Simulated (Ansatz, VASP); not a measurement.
## One calculation of Te, two programs

The input INCAR:

```
SYSTEM = Te
PREC     = Accurate       ! precision mode
ENCUT    = 520            ! plane-wave cutoff, eV
EDIFF    = 1E-6           ! SCF threshold, eV
ISMEAR   = -1             ! smearing method
SIGMA    = 0.05           ! smearing width, eV
LREAL    = .FALSE.        ! projectors in reciprocal space
LASPH    = .TRUE.         ! aspherical terms in the spheres
NELM     = 100            ! most SCF steps
ALGO     = Normal         ! electronic algorithm
ISIF     = 2              ! what is computed and relaxed
LWAVE    = .FALSE.        ! write WAVECAR
LCHARG   = .FALSE.        ! write CHGCAR
NBANDS   = 16             ! bands
```

Contents of KPOINTS:

```
Automatic mesh
0
G
  8 8 8
  0 0 0
```

Contents of POSCAR:

```
Te
1.0
    4.2696680000     -2.4347115000     -0.0279435000
    4.1985320000      2.3076885000     -0.0990795000
   -0.1898102500     -0.0574035000      3.9593067500
Te
3
Direct
    0.6760000000      0.6760000000      0.6750000000
    0.3240000000      0.3240000000      0.3250000000
    0.0000000000      0.0000000000      0.0000000000
```

Input for Ansatz:

```yaml
crystal:
  lattice:
    - [4.269668, -2.4347115, -0.0279435]
    - [4.198532, 2.3076885, -0.0990795]
    - [-0.18981025, -0.0574035, 3.95930675]
  atoms:
    - { symbol: Te, position: [0.676, 0.676, 0.675] }
    - { symbol: Te, position: [0.324, 0.324, 0.325] }
    - { symbol: Te, position: [0.0, 0.0, 0.0] }
kpoints:
  mp_grid: { grid: [8, 8, 8] }
  band_path:
    path:
      - [0.0, 0.0, 0.0]
      - [-0.5, 0.0, 0.0]
      - [0.0, 0.0, -0.5]
      - [0.0, 0.0, 0.0]
      - [-0.5, -0.5, 0.0]
      - [0.0, -0.5, 0.5]
      - [0.0, 0.0, 0.0]
      - [-0.5, -0.5, 0.5]
      - [0.0, -0.5, 0.0]
    npoints: 5
scf:
  occupations: { method: fermi_dirac, width: 0.05 }
hamiltonian:
  xc: lda
  pseudopotentials: { kind: all_electron, lapw: { basis_error: 0.001 } }
output:
  forces: true
  stress: true
  eigenvalues: true
```

Change from the starting cell: equal xy, yz and zx shear strains of -3 %.

Alike in both runs: task single point; functional LDA; k mesh 8 × 8 × 8; occupations fermi-dirac, width 0.05 eV; no spin polarisation.

```csv
,VASP,Ansatz
version,VASP 6.6.1,Ansatz 0.2.0
potentials or method,"VASP PAW LDA potentials, release 64 (Te), cutoff 520 eV","all-electron LAPW, scalar-relativistic"
```

```csv
,VASP,Ansatz,Ansatz less VASP
pressure (GPa),5.0,4.9,-0.09
"traceless stress, the component that is largest in VASP (GPa)",2.21,2.19,-0.011
rms of the force components (eV/Å),0.239,0.233,-0.0060
```

LDA's correlation is that of Perdew and Zunger in VASP and of Perdew and Wang (1992) in Ansatz. Atom by atom the forces differ by 0.006 eV/Å (rms over components). Ansatz ran all-electron here, and VASP with PAW potentials.

Spin-orbit coupling is off throughout.
